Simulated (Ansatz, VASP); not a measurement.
**One calculation of BaTiO3, two programs**

File INCAR:

```
PREC     = Accurate       # precision mode
ENCUT    = 520            # plane-wave cutoff, eV
EDIFF    = 1E-6           # SCF threshold, eV
ISMEAR   = -1             # smearing method
SIGMA    = 0.05           # smearing width, eV
LREAL    = F              # projectors in reciprocal space
LASPH    = T              # aspherical terms in the spheres
NELM     = 100            # most SCF steps
ALGO     = Normal         # electronic algorithm
ISIF     = 2              # what is computed and relaxed
LWAVE    = F              # write WAVECAR
LCHARG   = F              # write CHGCAR
GGA      = PS             # functional
NBANDS   = 28             # bands
```

Contents of KPOINTS:

```
Automatic mesh
0
Gamma
  6 6 6
```

POSCAR

```
BaTiO3
1.0
    2.8179454333      1.6269387333      2.3339235579
   -2.8179454333      1.6269387333      2.3339235579
    0.0000000000     -3.2538774667      2.3339235579
Ba Ti O
1 1 3
Direct
    0.0000000000      0.0000000000      0.0000000000
    0.4845000000      0.4845000000      0.4845000000
    0.5086000000      0.5086000000      0.0175000000
    0.0175000000      0.5086000000      0.5086000000
    0.5086000000      0.0175000000      0.5086000000
```

Input for Ansatz:

```yaml
crystal:
  lattice:
    - [2.8179454333333336, 1.6269387333333334, 2.3339235579020365]
    - [-2.8179454333333336, 1.6269387333333334, 2.3339235579020365]
    - [0.0, -3.2538774666666668, 2.3339235579020365]
  atoms:
    - { symbol: Ba, position: [0.0, 0.0, 0.0] }
    - { symbol: Ti, position: [0.4845, 0.4845, 0.4845] }
    - { symbol: O, position: [0.5086, 0.5086, 0.0175] }
    - { symbol: O, position: [0.0175, 0.5086, 0.5086] }
    - { symbol: O, position: [0.5086, 0.0175, 0.5086] }
basis:
  ecutwfc: 520.0
kpoints:
  mp_grid:
    grid: [6, 6, 6]
hamiltonian:
  xc: pbesol
  pseudopotentials:
    kind: paw
scf:
  convergence:
    dr2_threshold: 1.0e-09
  occupations:
    method: fermi_dirac
    width: 0.05
output:
  stress: true
```

Alike in both runs: task single point; functional PBEsol; k mesh 6 × 6 × 6; occupations fermi-dirac, width 0.05 eV; no spin polarisation.

|  | VASP | Ansatz |
| --- | --- | --- |
| version | VASP 6.6.1 | Ansatz 0.2.0 |
| potentials or method | VASP PAW PBE potentials, release 64 (Ba_sv, Ti_sv, O), cutoff 520 eV | plane waves, PAW |
| valence electrons in the cell | 40 | 40 |

|  | VASP | Ansatz | Ansatz less VASP |
| --- | --- | --- | --- |
| pressure (GPa) | 0.7 | -1.2 | -1.84 |
| traceless stress, the component that is largest in VASP (GPa) | -1.68 | -1.58 | +0.096 |

VASP's potentials were made for PBE, not for PBEsol. Ansatz's warnings: stress scf threshold loose, structure snapped to symmetry.

Neither program's run includes spin-orbit coupling.
